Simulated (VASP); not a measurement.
The system is Tb4WO.

```
Tb W O
1.0
     5.09105    0.00000    0.00000
    -2.54552    4.40898    0.00000
     0.00000    0.00000    6.60262
Tb W O
4 1 1
Cartesian
  0.0000 2.9393 1.6188
  0.0000 2.9393 4.9838
  2.5455 1.4697 4.9838
  2.5455 1.4697 1.6188
  0.0000 0.0000 0.0000
  0.0000 0.0000 3.3013
```

The cell was generated, and may not be a known phase.

* Program: VASP 6.6.1
* Task: relaxation of cell and atoms
* Functional: PBE
* Potentials or basis: VASP PAW PBE potentials, release 64 (Tb_3, W_sv, O), 4f in core
* Cutoff: 600 eV
* k mesh: 4 × 4 × 3
* Occupations: gaussian, width 0.2 eV
* Spin: no spin polarisation

At the start: pressure -5.2 GPa; volume 24.70 Å³/atom.

**Question.** How do energy, volume and symmetry change on relaxing?

**Answer.** Over 4 steps the energy falls by 45.8 meV/atom and the volume is 22.52 Å³/atom (-8.8 %); space group P6/mmm (No. 191, to 0.1 Å) before and after.

Step by step:
```csv
step,energy change (eV),largest force (eV/Å),pressure (GPa),volume (Å³)
1,0.0000,0.6188,-5.22,148.20
2,-0.2518,0.0554,1.94,131.61
3,-0.2709,0.1069,0.19,134.79
4,-0.2745,0.0363,0.07,135.12
```

Final structure:
```xyz
6
Lattice="4.9590 0.0000 0.0000 -2.4795 4.2947 0.0000 0.0000 0.0000 6.3444" Properties=species:S:1:pos:R:3 pbc="T T T"
Tb    0.0000    2.8631    1.5275
Tb    0.0000    2.8631    4.8169
Tb    2.4795    1.4316    4.8169
Tb    2.4795    1.4316    1.5275
W    -2.4795    4.2947    0.0000
O     0.0000    0.0000    3.1722
```

Caveat: the run has no spin polarisation, though such a crystal can be magnetic; the relaxation stopped at a loose force limit of 0.08 eV/Å, so its end isn't a converged minimum.
